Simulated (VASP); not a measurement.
# Ti in VASP: further runs

The runs below take Ti through single point, with PBE.

All numbers are computed with VASP 6.6.1; they aren't measurements. Logs are shortened: lines on timing, memory, paths and dates and some standing lists are left out, and cuts for length are marked.

### 1 The cell of the first run

The structure is orthorhombic, space group Ibam (No. 72). Conventional cell: a = 4.579 Å, b = 7.931 Å, c = 5.664 Å, α = 90.00°, β = 90.00°, γ = 90.00°. Ti (site symmetry 222) has 14 Ti at 2.83 to 3.04 Å within 3.7 Å. Ti (site symmetry m) has 11 Ti at 2.64 to 3.04 Å within 3.5 Å.

### 2 Single point, PBE (atoms displaced along a vibrational mode)

Input file INCAR:

```
PREC     = Accurate       # precision mode
ENCUT    = 550            # plane-wave cutoff, eV
EDIFF    = 1E-6           # SCF threshold, eV
ISMEAR   = 0              # smearing method
SIGMA    = 0.15           # smearing width, eV
LREAL    = False          # projectors in reciprocal space
LASPH    = True           # aspherical terms in the spheres
NELM     = 300            # most SCF steps
ALGO     = All            # electronic algorithm
ISIF     = 2              # what is computed and relaxed
LWAVE    = False          # write WAVECAR
LCHARG   = False          # write CHGCAR
GGA      = PE             # functional
NBANDS   = 45             # bands
GGA_COMPAT= False        
ISEARCH  = 1            
KPAR     = 4
```

Input file KPOINTS:

```
Automatic mesh
0
Gamma
  10 10 10
```

Input file POSCAR:

```
Ti
1.0
   -4.5790987815      0.0000000000      0.0000000000
   -2.2895493907      3.9656158712      2.8317615652
   -2.2895493907      3.9656158712     -2.8317615652
Ti
6
Direct
    0.0000000000      0.0000000000      0.0000000000
    0.0000000000      0.5000000000      0.5000000000
    0.6790708542      0.5833333333      0.0833333333
    0.6542624792      0.0833333333      0.5833333333
    0.3457375208      0.4166666667      0.9166666667
    0.3209291458      0.9166666667      0.4166666667
```

Potentials or basis: VASP PAW PBE potentials, release 64 (Ti_sv).

Command:

```console
cat potpaw_PBE.64/Ti_sv/POTCAR > POTCAR
mpirun -np 4 vasp_std > vasp.out
```

OUTCAR:

```text
PREC = Accurate
   ENCUT = 550
   EDIFF = 1E-6
   ISMEAR = 0
   LREAL = False
   LASPH = True
   NELM = 300
   ISIF = 2
   GGA = PE

 ion  position               nearest neighbor table
   1  0.000  0.000  0.000-   2 2.83   2 2.83
   2  0.000  0.500  0.500-   1 2.83   1 2.83
   3  0.679  0.583  0.083-   5 2.64   5 2.64   6 2.65   4 2.83   4 2.83
   4  0.654  0.083  0.583-   6 2.64   6 2.64   5 2.65   3 2.83   3 2.83
   5  0.346  0.417  0.917-   3 2.64   3 2.64   4 2.65   6 2.83   6 2.83
   6  0.321  0.917  0.417-   4 2.64   4 2.64   3 2.65   5 2.83   5 2.83

  LATTYP: Found a body centered orthorhombic cell.
 ALAT       =     4.5790987815
 B/A-ratio  =     1.2368204751
 C/A-ratio  =     1.7320508076

  Lattice vectors:

 A1 = (   2.2895493907,  -3.9656158712,  -2.8317615652)
 A2 = (  -2.2895493908,  -3.9656158712,   2.8317615652)
 A3 = (  -2.2895493907,   3.9656158712,  -2.8317615652)

Analysis of symmetry for initial positions (statically):
=====================================================================
 Subroutine PRICEL returns:
 Original cell was already a primitive cell.

 Routine SETGRP: Setting up the symmetry group for a
 body centered orthorhombic supercell.

 Subroutine GETGRP returns: Found  8 space group operations
 (whereof  4 operations were pure point group operations)
 out of a pool of  8 trial point group operations.

The static configuration has the point symmetry D_2 .
 The point group associated with its full space group is D_2h.

Analysis of symmetry for dynamics (positions and initial velocities):
=====================================================================
 Subroutine PRICEL returns:
 Original cell was already a primitive cell.

 Routine SETGRP: Setting up the symmetry group for a
 body centered orthorhombic supercell.

 Subroutine GETGRP returns: Found  8 space group operations
 (whereof  4 operations were pure point group operations)
 out of a pool of  8 trial point group operations.

The dynamic configuration has the point symmetry D_2 .
 The point group associated with its full space group is D_2h.

 Subroutine INISYM returns: Found  8 space group operations
 (whereof  4 operations are pure point group operations),
 and found     1 'primitive' translations

----------------------------------------------------------------------------------------

                                     Primitive cell

  volume of cell :     102.8436

  direct lattice vectors                    reciprocal lattice vectors
    -4.579098781  0.000000000  0.000000000    -0.218383583 -0.126083821  0.000000000
    -2.289549391  3.965615871  2.831761565     0.000000000  0.126083821  0.176568538
    -2.289549391  3.965615871 -2.831761565     0.000000000  0.126083821 -0.176568538

  length of vectors
     4.579098781  5.383959436  5.383959436     0.252167641  0.216964464  0.216964464

  position of ions in fractional coordinates (direct lattice)
     0.000000000  0.000000000  0.000000000
     0.000000000  0.500000000  0.500000000
     0.679070854  0.583333333  0.083333333
     0.654262479  0.083333333  0.583333333
     0.345737521  0.416666667  0.916666667
     0.320929146  0.916666667  0.416666667

  ion indices of the primitive-cell ions
   primitive index   ion index
                 1           1
                 2           2
                 3           3
                 4           4
                 5           5
                 6           6

----------------------------------------------------------------------------------------

 KPOINTS: Automatic mesh

Automatic generation of k-mesh.
 Grid dimensions read from file:
 generate k-points for:   10   10   10

 Generating k-lattice:

  Cartesian coordinates                     Fractional coordinates (reciprocal lattice)
    -0.021838358 -0.012608382  0.000000000     0.100000000  0.000000000  0.000000000
     0.000000000  0.012608382  0.017656854     0.000000000  0.100000000  0.000000000
     0.000000000  0.012608382 -0.017656854     0.000000000  0.000000000  0.100000000

  Length of vectors
     0.025216764  0.021696446  0.021696446

  Shift w.r.t. Gamma in fractional coordinates (k-lattice)
     0.000000000  0.000000000  0.000000000

 Subroutine IBZKPT returns following result:
 ===========================================

 Found    171 irreducible k-points:

 Following reciprocal coordinates:
            Coordinates               Weight
  0.000000  0.000000  0.000000      1.000000
  0.100000 -0.000000 -0.000000      4.000000
  0.200000 -0.000000 -0.000000      4.000000
  0.300000  0.000000  0.000000      4.000000
  0.400000  0.000000  0.000000      4.000000
  0.500000  0.000000  0.000000      2.000000
[... 16 lines left out ...]
 -0.400000  0.200000  0.000000      8.000000
 -0.300000  0.200000  0.000000      8.000000
 [... further k-points ...]
   k-points           NKPTS =    171   k-points in BZ     NKDIM =    171   number of bands    NBANDS=     45
   number of dos      NEDOS =    301   number of ions     NIONS =      6
   total plane-waves  NPLWV =  63504
   dimension x,y,z NGX =    36 NGY =   42 NGZ =   42
   dimension x,y,z NGXF=    72 NGYF=   84 NGZF=   84
   ions per type =               6
   NGX,Y,Z   is equivalent  to a cutoff of  13.07, 12.97, 12.97 a.u.
   NGXF,Y,Z  is equivalent  to a cutoff of  26.14, 25.94, 25.94 a.u.
 SYSTEM =  unknown system
   PREC   = accura    normal or accurate (medium, high low for compatibility)
   ISTART =      0    job   : 0-new  1-cont  2-samecut
   ICHARG =      2    charge: 1-file 2-atom 10-const
   ISPIN  =      1    spin polarized calculation?
   LNONCOLLINEAR =      F non collinear calculations
   LSORBIT =      F    spin-orbit coupling
   LASPH  =      T    aspherical Exc in radial PAW
   ENCUT  =  550.0 eV  40.42 Ry    6.36 a.u.   8.76 10.30 10.30*2*pi/ulx,y,z
   NELM   =    300;   NELMIN=  2; NELMDL= -5     # of ELM steps
   EDIFF  = 0.1E-05   stopping-criterion for ELM
   LREAL  =      F    real-space projection
   EDIFFG = 0.1E-04   stopping-criterion for IOM
   NSW    =      0    number of steps for IOM
   IBRION =     -1    ionic relax: 0-MD 1-quasi-New 2-CG
   NFREE  =      0    steps in history (QN), initial steepest desc. (CG)
   ISIF   =      2    stress and relaxation
   ISYM   =      2    0-nonsym 1-usesym 2-fastsym
   POTIM  = 0.5000    time-step for ionic-motion
   TEBEG  =    0.0;   TEEND  =   0.0 temperature during run
   PSTRESS=    0.0 pullay stress
   NELECT =      72.0000    total number of electrons
   NUPDOWN=      -1.0000    fix difference up-down
   EMIN   =  10.00;   EMAX   =-10.00  energy-range for DOS
   EFERMI =   0.00;   METHOD = LEGACY
   ISMEAR =     0;   SIGMA  =   0.15  broadening in eV -4-tet -1-fermi 0-gaus
   EFERMI_NEDOS =   21; number of points for ismear=-14 and -15
   IALGO  =     58    algorithm
   IMIX   =      4    mixing-type and parameters
     AMIX     =   0.40;   BMIX     =  1.00
     AMIX_MAG =   1.60;   BMIX_MAG =  1.00
  volume/ion in A,a.u.               =      17.14       115.67
  Fermi-wavevector in a.u.,A,eV,Ry     =   1.453650  2.747000 28.750452  2.113099
  Thomas-Fermi vector in A             =   2.570892
   LORBIT       =      0    0 simple, 1 ext, 2 COOP (PROOUT), +10 PAW based schemes
   GGA     = PE    functional components
   LHFCALC =     F    Hartree Fock is set to
   AEXX    =    0.0000 exact exchange contribution
   IVDW    =     0    specifies the selected vdW correction
   LEPSILON=     F    determine dielectric tensor
   LRPA    =     F    only Hartree local field effects (RPA)
 non-spin polarized calculation
 Gauss-broadening in eV      SIGMA  =   0.15
  energy-cutoff  :      550.00
  volume of cell :      102.84
 maximum number of plane-waves:      3037
   NGX = 17   NGY = 21   NGZ = 21

 number of electron      71.9999990 magnetization

 Free energy of the ion-electron system (eV)
  ---------------------------------------------------
  ext. energy  EPLUGINS =         0.00000000
  ---------------------------------------------------
  free energy    TOTEN  =       -47.06136302 eV

  energy without entropy =      -46.99571320  energy(sigma->0) =      -47.02853811

 E-fermi :   8.3503     XC(G=0): -11.5591

 val. band max:        8.3471183825   @ k =  -0.4000  -0.2000   0.1000
 cond. band min:       8.3508589809   @ k =   0.2000  -0.0000  -0.0000
 fundamental gap:      0.0037405984
 Fermi energy:         8.3503405341

 k-point     1 :       0.0000    0.0000    0.0000
  band No.  band energies     occupation
      1     -48.5160      2.00000
      2     -48.4474      2.00000
      3     -48.2675      2.00000
      4     -48.1700      2.00000
      5     -48.1122      2.00000
      6     -48.1065      2.00000
[... 37 lines left out ...]
     44       9.6720      0.00000
     45      10.2048      0.00000

 k-point     2 :       0.1000   -0.0000   -0.0000
  band No.  band energies     occupation
      1     -48.5146      2.00000
      2     -48.4474      2.00000
      3     -48.2652      2.00000
      4     -48.1700      2.00000
      5     -48.1122      2.00000
      6     -48.1103      2.00000
[... 37 lines left out ...]
     44       9.9723      0.00000
     45      10.0396      0.00000

 k-point     3 :       0.2000   -0.0000   -0.0000
  band No.  band energies     occupation
      1     -48.5110      2.00000
      2     -48.4474      2.00000
      3     -48.2581      2.00000
      4     -48.1698      2.00000
      5     -48.1214      2.00000
      6     -48.1123      2.00000
[... 37 lines left out ...]
     44       9.9014      0.00000
     45      10.1543      0.00000

 k-point     4 :       0.3000    0.0000    0.0000
  band No.  band energies     occupation
      1     -48.5068      2.00000
      2     -48.4474      2.00000
      3     -48.2463      2.00000
      4     -48.1697      2.00000
      5     -48.1379      2.00000
      6     -48.1124      2.00000
[... 901 lines left out ...]
     44       9.8127      0.00000
     45      10.1290      0.00000

 k-point    23 :      -0.4000    0.2000    0.0000
  band No.  band energies     occupation
      1     -48.4971      2.00000
      2     -48.4528      2.00000
      3     -48.2189      2.00000
      4     -48.1841      2.00000
      5     -48.1602      2.00000
      6     -48.1081      2.00000
[... 37 lines left out ...]
     44       9.5448      0.00000
     45      10.1380      0.00000

 k-point    24 :      -0.3000    0.2000    0.0000
  band No.  band energies     occupation
      1     -48.4991      2.00000
      2     -48.4530      2.00000
      3     -48.2322      2.00000
      4     -48.1901      2.00000
      5     -48.1446      2.00000
      6     -48.1019      2.00000
[... 37 lines left out ...]
     44       9.6745      0.00000
     45       9.9170      0.00000

 [... further k-points ...]

------------------------ aborting loop because EDIFF is reached ----------------------------------------

  FORCE on cell =-STRESS in cart. coord.  units (eV):
  Direction    XX          YY          ZZ          XY          YZ          ZX
  --------------------------------------------------------------------------------------
  -------------------------------------------------------------------------------------
  Total       -0.0097590     -0.1804475     -0.1509718     -0.0000000      0.0000000      0.0000000
  in kB       -0.1520333     -2.8111506     -2.3519561     -0.0000000      0.0000000      0.0000000
  external PRESSURE =      -1.7717133 kB  Pullay stress =       0.0000000 kB

 VOLUME and BASIS-vectors are now :
 -----------------------------------------------------------------------------
  energy-cutoff  :      550.00
  volume of cell :      102.84
      direct lattice vectors                 reciprocal lattice vectors
    -4.579098781  0.000000000  0.000000000    -0.218383583 -0.126083821  0.000000000
    -2.289549391  3.965615871  2.831761565     0.000000000  0.126083821  0.176568538
    -2.289549391  3.965615871 -2.831761565     0.000000000  0.126083821 -0.176568538

 POSITION                                       TOTAL-FORCE (eV/Angst)
 -----------------------------------------------------------------------------------
      0.00000      0.00000      0.00000         0.000000      0.000000      0.000000
     -2.28955      3.96562      0.00000         0.000000      0.000000      0.000000
     -4.63590      2.64374      1.41588         0.118080     -0.034909      0.000000
     -4.52230      2.64374     -1.41588        -0.118080     -0.034909      0.000000
     -4.63590      5.28749     -1.41588         0.118080      0.034909      0.000000
     -4.52230      5.28749      1.41588        -0.118080      0.034909      0.000000
 -----------------------------------------------------------------------------------
    total drift:                                0.000000     -0.000000      0.000000

  FREE ENERGIE OF THE ION-ELECTRON SYSTEM (eV)
  ---------------------------------------------------
  free  energy   TOTEN  =       -47.0613630154 eV

  energy  without entropy=      -46.9957034421  energy(sigma->0) =      -47.02853323
```

It took 8.5 min on 4 MPI ranks of Intel Xeon Platinum 8488C (Sapphire Rapids), shared host; peak memory 1.4 GiB.

Results:

```
Free energy            : -47.0614 eV
Pressure               : -0.2 GPa
Largest force          : 0.123 eV/Å
Band gap on the k mesh : zero (bands 36 and 37 overlap by 0.29 eV)
```

Forces in eV/Å, atoms in the order of the input:
```
Ti   0.000  0.000  0.000
Ti   0.000  0.000  0.000
Ti   0.118 -0.035  0.000
Ti  -0.118 -0.035  0.000
Ti   0.118  0.035  0.000
Ti  -0.118  0.035  0.000
```

Stress tensor (GPa, compression positive):
```
-0.02  0.00  0.00
 0.00 -0.28  0.00
 0.00  0.00 -0.24
```

Caveat: the cell differs from its parent crystal (atoms displaced along a vibrational mode).

### 3 Single point, PBE (atoms displaced along several vibrational modes)

Input file INCAR:

```
ALGO = All
EDIFF = 1E-6
ENCUT = 550
GGA = PE
GGA_COMPAT = False
ISEARCH = 1
ISIF = 2
ISMEAR = 0
KPAR = 4
LASPH = True
LCHARG = False
LREAL = False
LWAVE = False
NBANDS = 45
NELM = 300
PREC = Accurate
SIGMA = 0.15
```

Input file KPOINTS:

```
k-points
0
Gamma
  10 10 10
```

Input file POSCAR:

```
Ti
1.0
   -4.5790987815      0.0000000000      0.0000000000
   -2.2895493907      3.9656158712      2.8317615652
   -2.2895493907      3.9656158712     -2.8317615652
Ti
6
Direct
    0.0000000000      0.0000000000      0.0000000000
    0.0000000000      0.5000000000      0.5000000000
    0.6790708542      0.5624982458      0.1041684208
    0.6542624792      0.0624982458      0.6041684208
    0.3457375208      0.4375017542      0.8958315792
    0.3209291458      0.9375017542      0.3958315792
```

Potentials or basis: VASP PAW PBE potentials, release 64 (Ti_sv).

Command:

```console
cat potpaw_PBE.64/Ti_sv/POTCAR > POTCAR
mpirun -np 4 vasp_std > vasp.out
```

OUTCAR:

```text
EDIFF = 1E-6
   ENCUT = 550
   GGA = PE
   ISIF = 2
   ISMEAR = 0
   LASPH = True
   LREAL = False
   NELM = 300
   PREC = Accurate

 ion  position               nearest neighbor table
   1  0.000  0.000  0.000-   2 2.83   2 2.83   6 2.90   4 2.90
   2  0.000  0.500  0.500-   1 2.83   1 2.83   3 2.90   5 2.90
   3  0.679  0.562  0.104-   5 2.65   5 2.65   6 2.66   4 2.83   4 2.83   2 2.90
   4  0.654  0.062  0.604-   6 2.65   6 2.65   5 2.66   3 2.83   3 2.83   1 2.90
   5  0.346  0.438  0.896-   3 2.65   3 2.65   4 2.66   6 2.83   6 2.83   2 2.90
   6  0.321  0.938  0.396-   4 2.65   4 2.65   3 2.66   5 2.83   5 2.83   1 2.90

  LATTYP: Found a body centered orthorhombic cell.
 ALAT       =     4.5790987815
 B/A-ratio  =     1.2368204751
 C/A-ratio  =     1.7320508076

  Lattice vectors:

 A1 = (   2.2895493907,  -3.9656158712,  -2.8317615652)
 A2 = (  -2.2895493908,  -3.9656158712,   2.8317615652)
 A3 = (  -2.2895493907,   3.9656158712,  -2.8317615652)

Analysis of symmetry for initial positions (statically):
=====================================================================
[... 186 lines left out ...]
 fundamental gap:      0.0007818392
 Fermi energy:         8.3258548508

 k-point     1 :       0.0000    0.0000    0.0000
  band No.  band energies     occupation
      1     -48.4860      2.00000
      2     -48.4153      2.00000
      3     -48.2558      2.00000
      4     -48.1622      2.00000
      5     -48.1071      2.00000
      6     -48.1034      2.00000
[... 1141 lines left out ...]
     44       9.8942      0.00000
     45      10.0437      0.00000

 [... further k-points ...]

------------------------ aborting loop because EDIFF is reached ----------------------------------------

  FORCE on cell =-STRESS in cart. coord.  units (eV):
  Direction    XX          YY          ZZ          XY          YZ          ZX
  --------------------------------------------------------------------------------------
  -------------------------------------------------------------------------------------
  Total       -0.0766239     -0.3002188      0.2763758     -0.0000000     -0.0201382     -0.0000000
  in kB       -1.1937063     -4.6770398      4.3055963     -0.0000000     -0.3137283     -0.0000000
  external PRESSURE =      -0.5217166 kB  Pullay stress =       0.0000000 kB

 VOLUME and BASIS-vectors are now :
 -----------------------------------------------------------------------------
  energy-cutoff  :      550.00
  volume of cell :      102.84
      direct lattice vectors                 reciprocal lattice vectors
    -4.579098781  0.000000000  0.000000000    -0.218383583 -0.126083821  0.000000000
    -2.289549391  3.965615871  2.831761565     0.000000000  0.126083821  0.176568538
    -2.289549391  3.965615871 -2.831761565     0.000000000  0.126083821 -0.176568538

 POSITION                                       TOTAL-FORCE (eV/Angst)
 -----------------------------------------------------------------------------------
      0.00000      0.00000      0.00000         0.056751      0.000000     -0.000000
     -2.28955      3.96562      0.00000        -0.056751      0.000000     -0.000000
     -4.63590      2.64374      1.29788         0.068029     -0.031723      0.371121
     -4.52230      2.64374     -1.53388        -0.068029     -0.031723      0.371121
     -4.63590      5.28749     -1.29788         0.068029      0.031723     -0.371121
     -4.52230      5.28749      1.53388        -0.068029      0.031723     -0.371121
 -----------------------------------------------------------------------------------
    total drift:                                0.000000     -0.000000      0.000000

  FREE ENERGIE OF THE ION-ELECTRON SYSTEM (eV)
  ---------------------------------------------------
  free  energy   TOTEN  =       -46.9761272513 eV

  energy  without entropy=      -46.9059370014  energy(sigma->0) =      -46.94103213
```

stdout:

```text
POSCAR found type information on POSCAR Ti
 POSCAR found :  1 types and       6 ions
 scaLAPACK will be used
 LDA part: xc-table for (Slater+PW92), standard interpolation
 POSCAR, INCAR and KPOINTS ok, starting setup
 FFT: planning ... GRIDC
[... 63 lines left out ...]
 gam= 1.552 trial= 0.473  step=  0.3036 mean=  0.4733
 gam= 0.533 g(H,U,f)=  0.314E-05 0.288E-06 0.194E-07 ort(H,U,f) = 0.229E-06-0.557E-06-0.419E-07
 gam= 0.533 trial= 0.456  step=  0.6690 mean=  0.4563
 gam= 0.648 g(H,U,f)=  0.210E-05 0.134E-06 0.527E-08 ort(H,U,f) = 0.216E-06-0.704E-07-0.443E-08
 gam= 0.648 trial= 0.478  step=  0.7610 mean=  0.4776
 gam= 1.078 g(H,U,f)=  0.185E-05 0.512E-06 0.465E-07 ort(H,U,f) = 0.100E-06-0.103E-07 0.757E-09
 gam= 1.078 trial= 0.506  step=  0.3214 mean=  0.5059
 final diagonalization occupied
```

Wall time 14 min (4 MPI ranks of Intel Xeon 6975P-C (Granite Rapids), shared host); peak memory 2.2 GiB.

Results:

```
Free energy            : -46.9761 eV
Pressure               : -0.1 GPa
Largest force          : 0.379 eV/Å
Band gap on the k mesh : zero (bands 36 and 37 overlap by 0.34 eV)
```

Forces in eV/Å, atoms in the order of the input:
```
Ti   0.057  0.000  0.000
Ti  -0.057  0.000  0.000
Ti   0.068 -0.032  0.371
Ti  -0.068 -0.032  0.371
Ti   0.068  0.032 -0.371
Ti  -0.068  0.032 -0.371
```

Caveat: the cell differs from its parent crystal (atoms displaced along several vibrational modes).
